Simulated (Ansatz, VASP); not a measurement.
One calculation of WSe2, two programs

File INCAR:

```
SYSTEM = WSe2
ALGO = Normal
EDIFF = 1E-6
ENCUT = 520
GGA = PE
ISIF = 2
ISMEAR = -1
LASPH = .TRUE.
LCHARG = .TRUE.
LELF = .TRUE.
LREAL = .FALSE.
LVHAR = .TRUE.
LWAVE = .FALSE.
NBANDS = 35
NELM = 100
PREC = Accurate
SIGMA = 0.02
```

File KPOINTS:

```
k-points
0
G
  12 12 2
  0 0 0
```

File POSCAR:

```
WSe2
1.0
    3.4316541440      0.0000000000      0.0000000000
   -1.7158270720      2.9718996657      0.0000000000
    0.0000000000      0.0000000000     12.9356797881
W Se
2 4
Direct
    0.3333333333      0.6666666667      0.2500000000
    0.6666666667      0.3333333333      0.7500000000
    0.6666666667      0.3333333333      0.3753055087
    0.6666666667      0.3333333333      0.1246944913
    0.3333333333      0.6666666667      0.8753055087
    0.3333333333      0.6666666667      0.6246944913
```

Input for Ansatz:

```yaml
crystal:
  lattice:
    - [3.431654144, 0.0, 0.0]
    - [-1.715827072, 2.9718996657, 0.0]
    - [0.0, 0.0, 12.9356797881]
  atoms:
    - { symbol: W, position: [0.3333333333, 0.6666666667, 0.25] }
    - { symbol: W, position: [0.6666666667, 0.3333333333, 0.75] }
    - { symbol: Se, position: [0.6666666667, 0.3333333333, 0.3753055087] }
    - { symbol: Se, position: [0.6666666667, 0.3333333333, 0.1246944913] }
    - { symbol: Se, position: [0.3333333333, 0.6666666667, 0.8753055087] }
    - { symbol: Se, position: [0.3333333333, 0.6666666667, 0.6246944913] }
kpoints:
  mp_grid: { grid: [12, 12, 2] }
  band_path:
    path:
      - [0.0, 0.0, 0.0]
      - [0.5, 0.0, 0.0]
      - [0.3333333333, 0.3333333333, 0.0]
      - [0.0, 0.0, 0.5]
      - [0.5, 0.0, 0.5]
      - [0.3333333333, 0.3333333333, 0.5]
    npoints: 1
hamiltonian:
  xc: pbe
scf:
  occupations: { method: fermi_dirac, width: 0.02 }
  n_extra_bands: 5
output:
  forces: true
  stress: true
  eigenvalues: true
  write_density: true
  write_potential: true
  elf: true
  volumetric_format: npy
```

Change from the starting cell: epitaxial_xy strain +4.0%.

Alike in both runs: task single point; functional PBE; k mesh 12 × 12 × 2; occupations fermi-dirac, width 0.02 eV; no spin polarisation.

```csv
,VASP,Ansatz
version,VASP 6.6.1,Ansatz 0.2.0
potentials or method,"VASP PAW PBE potentials, release 64 (W_sv, Se)","plane waves, PAW"
plane-wave cutoff (eV),520,420
valence electrons in the cell,52,92
```

```tsv
	VASP	Ansatz	Ansatz less VASP
pressure (GPa)	-2.1	-2.3	-0.25
traceless stress, the component that is largest in VASP (GPa)	6.05	5.99	-0.056
rms of the force components (eV/Å)	0.127	0.108	-0.0195
```

Atom by atom the forces differ by 0.019 eV/Å (rms over components). VASP's potentials hold 52 valence electrons a cell and Ansatz's 92, so a difference there can come from the potentials and not from the codes.

Neither program's run includes spin-orbit coupling.
